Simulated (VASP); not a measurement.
Here is a VASP 6.6.1 calculation.

The input INCAR:

```
ALGO = Normal
EDIFF = 1E-6
ENCUT = 500
GGA = PS
GGA_COMPAT = False
ISIF = 2
ISMEAR = -1
LASPH = True
LCHARG = False
LMAXMIX = 4
LORBIT = 11
LORBMOM = True
LREAL = False
LSORBIT = True
LWAVE = False
MAGMOM = 0 0 0
NBANDS = 28
NELM = 200
PREC = Accurate
SIGMA = 0.05
```

File KPOINTS:

```
k-points
0
Gamma
  12 12 12
```

POSCAR

```
Ir
1.0
    0.0000000000      1.9156000000      1.9156000000
    1.9156000000      0.0000000000      1.9156000000
    1.9156000000      1.9156000000      0.0000000000
Ir
1
Direct
    0.0000000000      0.0000000000      0.0000000000
```

Potentials or basis: VASP PAW PBE potentials, release 64 (Ir_sv_GW).

The run is started by

```sh
$ cat potpaw_PBE.64/Ir_sv_GW/POTCAR > POTCAR
$ mpirun -np 1 vasp_ncl > vasp.out
```

Task: What does it give for the net moment?

Result: 0.00 μB per cell.

Task: Estimate the pressure.

Result: -2.0 GPa.

Moments on the atoms (μB; x, y, z):
```
Ir  0.00 0.00 0.00
```

Caveat: the PAW data sets were made with another functional, which shifts forces and pressure a little.
